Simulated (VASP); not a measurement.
# Ge (Fd-3m) in VASP: single point with PBE

Aim: the single point of Ge with PBE.

All numbers are computed with VASP 6.6.1; they aren't measurements. Logs are shortened: lines on timing, memory, paths and dates and some standing lists are left out, and cuts for length are marked.

**The experiment to reproduce.**

From “Electronic and optical properties of SixGe1-x-ySny alloys lattice-matched to Ge”, 2021, arxiv:2109.02782, for a bulk crystal of Ge at 300 K: band gap 0.807 eV (direct).

The runs below are set against these values where they give the same quantity.

## Step 1: The cell of the first run

It takes space group Fd-3m (No. 227, cubic). Conventional cell: a = 5.761 Å, b = 5.761 Å, c = 5.761 Å, α = 90.00°, β = 90.00°, γ = 90.00°. Ge (site symmetry -43m) has 4 Ge at 2.49 Å within 3.3 Å.

## Step 2: Single point, PBE

File INCAR:

```
PREC     = Accurate       # precision mode
ENCUT    = 520            # plane-wave cutoff, eV
EDIFF    = 1E-6           # SCF threshold, eV
ISMEAR   = 0              # smearing method
SIGMA    = 0.1            # smearing width, eV
LREAL    = False          # projectors in reciprocal space
LASPH    = True           # aspherical terms in the spheres
NELM     = 60             # most SCF steps
ALGO     = Normal         # electronic algorithm
ISIF     = 2              # what is computed and relaxed
LWAVE    = False          # write WAVECAR
LCHARG   = False          # write CHGCAR
GGA      = PE             # functional
NBANDS   = 21             # bands
```

File KPOINTS:

```
Automatic mesh
0
Gamma
  14 14 14
```

File POSCAR:

```
Ge
1.0
    0.0000000000      2.8805347717      2.8805347717
    2.8805347717      0.0000000000      2.8805347717
    2.8805347717      2.8805347717      0.0000000000
Ge
2
Direct
    0.5000000000      0.5000000000      0.5000000000
    0.7500000000      0.7500000000      0.7500000000
```

Potentials or basis: VASP PAW PBE potentials, release 64 (Ge_d).

The run is started by

```sh
cat potpaw_PBE.64/Ge_d/POTCAR > POTCAR
mpirun -np 1 vasp_std > vasp.out
```

OUTCAR:

```text
PREC = Accurate
   ENCUT = 520
   EDIFF = 1E-6
   ISMEAR = 0
   LREAL = False
   LASPH = True
   NELM = 60
   ISIF = 2
   GGA = PE

 ion  position               nearest neighbor table
   1  0.500  0.500  0.500-   2 2.49   2 2.49   2 2.49   2 2.49
   2  0.750  0.750  0.750-   1 2.49   1 2.49   1 2.49   1 2.49

  LATTYP: Found a face centered cubic cell.
 ALAT       =     5.7610695434

  Lattice vectors:

 A1 = (   0.0000000000,   2.8805347717,   2.8805347717)
 A2 = (   2.8805347717,   0.0000000000,   2.8805347717)
 A3 = (   2.8805347717,   2.8805347717,   0.0000000000)

Analysis of symmetry for initial positions (statically):
=====================================================================
 Subroutine PRICEL returns:
 Original cell was already a primitive cell.

 Routine SETGRP: Setting up the symmetry group for a
 face centered cubic supercell.

 Subroutine GETGRP returns: Found 48 space group operations
 (whereof 24 operations were pure point group operations)
 out of a pool of 48 trial point group operations.

The static configuration has the point symmetry T_d .
 The point group associated with its full space group is O_h .

Analysis of symmetry for dynamics (positions and initial velocities):
=====================================================================
 Subroutine PRICEL returns:
 Original cell was already a primitive cell.

 Routine SETGRP: Setting up the symmetry group for a
 face centered cubic supercell.

 Subroutine GETGRP returns: Found 48 space group operations
 (whereof 24 operations were pure point group operations)
 out of a pool of 48 trial point group operations.

The dynamic configuration has the point symmetry T_d .
 The point group associated with its full space group is O_h .

 Subroutine INISYM returns: Found 48 space group operations
 (whereof 24 operations are pure point group operations),
 and found     1 'primitive' translations

----------------------------------------------------------------------------------------

                                     Primitive cell

  volume of cell :      47.8024

  direct lattice vectors                    reciprocal lattice vectors
     0.000000000  2.880534772  2.880534772    -0.173578880  0.173578880  0.173578880
     2.880534772  0.000000000  2.880534772     0.173578880 -0.173578880  0.173578880
     2.880534772  2.880534772  0.000000000     0.173578880  0.173578880 -0.173578880

  length of vectors
     4.073691341  4.073691341  4.073691341     0.300647440  0.300647440  0.300647440

  position of ions in fractional coordinates (direct lattice)
     0.500000000  0.500000000  0.500000000
     0.750000000  0.750000000  0.750000000

  ion indices of the primitive-cell ions
   primitive index   ion index
                 1           1
                 2           2

----------------------------------------------------------------------------------------

 KPOINTS: Automatic mesh

Automatic generation of k-mesh.
 Grid dimensions read from file:
 generate k-points for:   14   14   14

 Generating k-lattice:

  Cartesian coordinates                     Fractional coordinates (reciprocal lattice)
    -0.012398491  0.012398491  0.012398491     0.071428571  0.000000000  0.000000000
     0.012398491 -0.012398491  0.012398491     0.000000000  0.071428571  0.000000000
     0.012398491  0.012398491 -0.012398491     0.000000000  0.000000000  0.071428571

  Length of vectors
     0.021474817  0.021474817  0.021474817

  Shift w.r.t. Gamma in fractional coordinates (k-lattice)
     0.000000000  0.000000000  0.000000000

 Subroutine IBZKPT returns following result:
 ===========================================

 Found    104 irreducible k-points:

 Following reciprocal coordinates:
            Coordinates               Weight
  0.000000  0.000000  0.000000      1.000000
  0.071429  0.000000  0.000000      8.000000
  0.142857  0.000000  0.000000      8.000000
  0.214286  0.000000  0.000000      8.000000
  0.285714  0.000000  0.000000      8.000000
  0.357143  0.000000  0.000000      8.000000
[... 16 lines left out ...]
  0.214286  0.142857  0.000000     24.000000
  0.285714  0.142857  0.000000     24.000000
 [... further k-points ...]
   k-points           NKPTS =    104   k-points in BZ     NKDIM =    104   number of bands    NBANDS=     21
   number of dos      NEDOS =    301   number of ions     NIONS =      2
   total plane-waves  NPLWV =  27000
   dimension x,y,z NGX =    30 NGY =   30 NGZ =   30
   dimension x,y,z NGXF=    60 NGYF=   60 NGZF=   60
   ions per type =               2
   NGX,Y,Z   is equivalent  to a cutoff of  12.24, 12.24, 12.24 a.u.
   NGXF,Y,Z  is equivalent  to a cutoff of  24.49, 24.49, 24.49 a.u.
 SYSTEM =  unknown system
   PREC   = accura    normal or accurate (medium, high low for compatibility)
   ISTART =      0    job   : 0-new  1-cont  2-samecut
   ICHARG =      2    charge: 1-file 2-atom 10-const
   ISPIN  =      1    spin polarized calculation?
   LNONCOLLINEAR =      F non collinear calculations
   LSORBIT =      F    spin-orbit coupling
   LASPH  =      T    aspherical Exc in radial PAW
   ENCUT  =  520.0 eV  38.22 Ry    6.18 a.u.   7.57  7.57  7.57*2*pi/ulx,y,z
   NELM   =     60;   NELMIN=  2; NELMDL= -5     # of ELM steps
   EDIFF  = 0.1E-05   stopping-criterion for ELM
   LREAL  =      F    real-space projection
   EDIFFG = 0.1E-04   stopping-criterion for IOM
   NSW    =      0    number of steps for IOM
   IBRION =     -1    ionic relax: 0-MD 1-quasi-New 2-CG
   NFREE  =      0    steps in history (QN), initial steepest desc. (CG)
   ISIF   =      2    stress and relaxation
   ISYM   =      2    0-nonsym 1-usesym 2-fastsym
   POTIM  = 0.5000    time-step for ionic-motion
   TEBEG  =    0.0;   TEEND  =   0.0 temperature during run
   PSTRESS=    0.0 pullay stress
   NELECT =      28.0000    total number of electrons
   NUPDOWN=      -1.0000    fix difference up-down
   EMIN   =  10.00;   EMAX   =-10.00  energy-range for DOS
   EFERMI =   0.00;   METHOD = LEGACY
   ISMEAR =     0;   SIGMA  =   0.10  broadening in eV -4-tet -1-fermi 0-gaus
   EFERMI_NEDOS =   21; number of points for ismear=-14 and -15
   IALGO  =     38    algorithm
   IMIX   =      4    mixing-type and parameters
     AMIX     =   0.40;   BMIX     =  1.00
     AMIX_MAG =   1.60;   BMIX_MAG =  1.00
  volume/ion in A,a.u.               =      23.90       161.29
  Fermi-wavevector in a.u.,A,eV,Ry     =   1.369760  2.588471 25.527818  1.876242
  Thomas-Fermi vector in A             =   2.495606
   LORBIT       =      0    0 simple, 1 ext, 2 COOP (PROOUT), +10 PAW based schemes
   GGA     = PE    functional components
   LHFCALC =     F    Hartree Fock is set to
   AEXX    =    0.0000 exact exchange contribution
   IVDW    =     0    specifies the selected vdW correction
   LEPSILON=     F    determine dielectric tensor
   LRPA    =     F    only Hartree local field effects (RPA)
 non-spin polarized calculation
 Gauss-broadening in eV      SIGMA  =   0.10
  energy-cutoff  :      520.00
  volume of cell :       47.80
 maximum number of plane-waves:      1308
   NGX = 15   NGY = 15   NGZ = 15

 number of electron      27.9999979 magnetization

 Free energy of the ion-electron system (eV)
  ---------------------------------------------------
  ext. energy  EPLUGINS =         0.00000000
  ---------------------------------------------------
  free energy    TOTEN  =        -9.03688850 eV

  energy without entropy =       -9.03647238  energy(sigma->0) =       -9.03668044

 E-fermi :   4.4692     XC(G=0):  -9.6703

 val. band max:        4.3639014541   @ k =  -0.0714   0.0714   0.0000
 cond. band min:       4.4774483124   @ k =   0.0000   0.0000   0.0000
 fundamental gap:      0.1135468583
 Fermi energy:         4.4692221231

 k-point     1 :       0.0000    0.0000    0.0000
  band No.  band energies     occupation
      1     -20.2684      2.00000
      2     -20.2684      2.00000
      3     -20.2684      2.00000
      4     -20.2362      2.00000
      5     -20.2362      2.00000
      6     -20.0532      2.00000
[... 13 lines left out ...]
     20      13.8164      0.00000
     21      13.8164      0.00000

 k-point     2 :       0.0714    0.0000    0.0000
  band No.  band energies     occupation
      1     -20.2711      2.00000
      2     -20.2711      2.00000
      3     -20.2676      2.00000
      4     -20.2325      2.00000
      5     -20.2325      2.00000
      6     -20.0585      2.00000
[... 13 lines left out ...]
     20      13.3877      0.00000
     21      13.3877      0.00000

 k-point     3 :       0.1429    0.0000    0.0000
  band No.  band energies     occupation
      1     -20.2767      2.00000
      2     -20.2767      2.00000
      3     -20.2655      2.00000
      4     -20.2244      2.00000
      5     -20.2244      2.00000
      6     -20.0665      2.00000
[... 13 lines left out ...]
     20      12.8672      0.00000
     21      12.8672      0.00000

 k-point     4 :       0.2143    0.0000    0.0000
  band No.  band energies     occupation
      1     -20.2819      2.00000
      2     -20.2819      2.00000
      3     -20.2624      2.00000
      4     -20.2156      2.00000
      5     -20.2156      2.00000
      6     -20.0738      2.00000
[... 13 lines left out ...]
     20      12.6637      0.00000
     21      12.6637      0.00000

 k-point     5 :       0.2857    0.0000    0.0000
  band No.  band energies     occupation
      1     -20.2858      2.00000
      2     -20.2858      2.00000
      3     -20.2589      2.00000
      4     -20.2083      2.00000
      5     -20.2083      2.00000
      6     -20.0794      2.00000
[... 13 lines left out ...]
     20      12.9055      0.00000
     21      12.9055      0.00000

 k-point     6 :       0.3571    0.0000    0.0000
  band No.  band energies     occupation
      1     -20.2882      2.00000
      2     -20.2882      2.00000
      3     -20.2557      2.00000
      4     -20.2034      2.00000
      5     -20.2034      2.00000
      6     -20.0830      2.00000
[... 13 lines left out ...]
     20      13.5903      0.00000
     21      13.5903      0.00000

 k-point     7 :       0.4286    0.0000    0.0000
  band No.  band energies     occupation
      1     -20.2894      2.00000
      2     -20.2894      2.00000
      3     -20.2534      2.00000
      4     -20.2007      2.00000
      5     -20.2007      2.00000
      6     -20.0847      2.00000
[... 13 lines left out ...]
     20      14.5920      0.00000
     21      14.5920      0.00000
[... 291 lines left out ...]
      1     -20.2821      2.00000
      2     -20.2771      2.00000
      3     -20.2645      2.00000
      4     -20.2224      2.00000
      5     -20.2157      2.00000
      6     -20.0770      2.00000
[... 13 lines left out ...]
     20      12.3366      0.00000
     21      13.0021      0.00000

 k-point    21 :      -0.0714    0.0714    0.0000
  band No.  band energies     occupation
      1     -20.2762      2.00000
      2     -20.2719      2.00000
      3     -20.2677      2.00000
      4     -20.2294      2.00000
      5     -20.2252      2.00000
      6     -20.0679      2.00000
[... 13 lines left out ...]
     20      12.7046      0.00000
     21      13.2426      0.00000

 k-point    22 :       0.1429    0.1429    0.0000
  band No.  band energies     occupation
      1     -20.2750      2.00000
      2     -20.2748      2.00000
      3     -20.2748      2.00000
      4     -20.2263      2.00000
      5     -20.2112      2.00000
      6     -20.0894      2.00000
[... 13 lines left out ...]
     20      12.2421      0.00000
     21      14.1532      0.00000

 k-point    23 :       0.2143    0.1429    0.0000
  band No.  band energies     occupation
      1     -20.2825      2.00000
      2     -20.2786      2.00000
      3     -20.2701      2.00000
      4     -20.2198      2.00000
      5     -20.2009      2.00000
      6     -20.1007      2.00000
[... 13 lines left out ...]
     20      12.9836      0.00000
     21      14.0889      0.00000

 k-point    24 :       0.2857    0.1429    0.0000
  band No.  band energies     occupation
      1     -20.2898      2.00000
      2     -20.2829      2.00000
      3     -20.2630      2.00000
      4     -20.2118      2.00000
      5     -20.1917      2.00000
      6     -20.1093      2.00000
[... 13 lines left out ...]
     20      13.5985      0.00000
     21      14.1265      0.00000

 [... further k-points ...]
[... 5 lines left out ...]
  --------------------------------------------------------------------------------------
  -------------------------------------------------------------------------------------
  Total       -0.0288035     -0.0288035     -0.0288035     -0.0000000     -0.0000000     -0.0000000
  in kB       -0.9653975     -0.9653975     -0.9653975     -0.0000000     -0.0000000     -0.0000000
  external PRESSURE =      -0.9653975 kB  Pullay stress =       0.0000000 kB

 VOLUME and BASIS-vectors are now :
 -----------------------------------------------------------------------------
  energy-cutoff  :      520.00
  volume of cell :       47.80
      direct lattice vectors                 reciprocal lattice vectors
     0.000000000  2.880534772  2.880534772    -0.173578880  0.173578880  0.173578880
     2.880534772  0.000000000  2.880534772     0.173578880 -0.173578880  0.173578880
     2.880534772  2.880534772  0.000000000     0.173578880  0.173578880 -0.173578880

 POSITION                                       TOTAL-FORCE (eV/Angst)
 -----------------------------------------------------------------------------------
      2.88053      2.88053      2.88053         0.000000      0.000000      0.000000
      4.32080      4.32080      4.32080        -0.000000     -0.000000     -0.000000
 -----------------------------------------------------------------------------------
    total drift:                                0.000000     -0.000000      0.000000

  FREE ENERGIE OF THE ION-ELECTRON SYSTEM (eV)
  ---------------------------------------------------
  free  energy   TOTEN  =        -9.0368885004 eV

  energy  without entropy=       -9.0364723763  energy(sigma->0) =       -9.03668044
```

Wall time 2.2 min (1 thread of Intel Xeon 8259CL, shared host); peak memory 0.22 GiB.

What came out:

```
Free energy            : -9.0369 eV
Pressure               : -0.1 GPa
Band gap on the k mesh : zero (filled and empty bands touch)
```

Caveat: semilocal functionals underestimate gaps, and a narrow one can read as zero.

## Step 3: Against experiment

Step 2. A measured gap of Ge is 0.807 eV (direct; 300 K; “Electronic and optical properties of SixGe1-x-ySny alloys lattice-matched to Ge”, 2021, arxiv:2109.02782); the calculated 0.00 eV misses it by -0.81 eV. 3 values of this kind are on record (0.666 to 0.807 eV); this one was drawn at random among those near their median. Spin-orbit coupling on Ge is left out. The value is that of PBE on a finite k mesh, which can miss the band edges, without temperature or zero-point motion. Semilocal functionals fall short of measured gaps as a rule.

The gap in the log of VASP goes by the Fermi energy; the results here count the filled bands.